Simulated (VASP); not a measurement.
Runs of VASP 6.6.1 on SnSb2C3. The structure is that of space group P6/mmm (No. 191), or close to it. The cells are those of the table. The cell was generated, and may not be a known phase.

| task | cell | k mesh | cutoff (eV) | gap on the mesh (eV) | pressure (GPa) | relaxed volume (Å³/atom) |
| --- | --- | --- | --- | --- | --- | --- |
| single point | a = 6.025, b = 6.025, c = 3.139 Å, angles 90.0, 90.0, 120.0°, 6 atoms | 6 × 6 × 12 | 520 | none | -0.1 | - |
| relaxation of cell and atoms | relaxed from a = 5.973, b = 5.973, c = 3.203 Å, angles 90.0, 90.0, 120.0°, 6 atoms | 6 × 6 × 12 | 600 | none | -0.1 | (a) |
| single point | a = 5.973, b = 5.973, c = 3.203 Å, angles 90.0, 90.0, 120.0°, 6 atoms | 3 × 3 × 6 | 520 | none | -0.2 | - |
| relaxation of cell and atoms | relaxed from a = 6.071, b = 6.071, c = 3.657 Å, angles 90.0, 90.0, 120.0°, 6 atoms | 3 × 3 × 6 | 600 | none | 0.1 | 16.43 |

Alike in all rows: level PBE; potentials or basis VASP PAW PBE potentials, release 64 (Sn_d, Sb, C); no spin polarisation; smearing gaussian 0.1 eV.

Problem. Estimate the missing entries.

Solution. (a) 16.44.

Caveats: some runs use coarse meshes; spin-orbit coupling is left out, which moves the levels of the heavy elements; the volume moved by over 15 % at a fixed basis, so the end points are rough (at least some runs).

A k mesh can miss the band edges, and the runs leave out spin-orbit coupling on Sb, Sn.

A gap of «none» marks levels without a gap at the run's occupations.
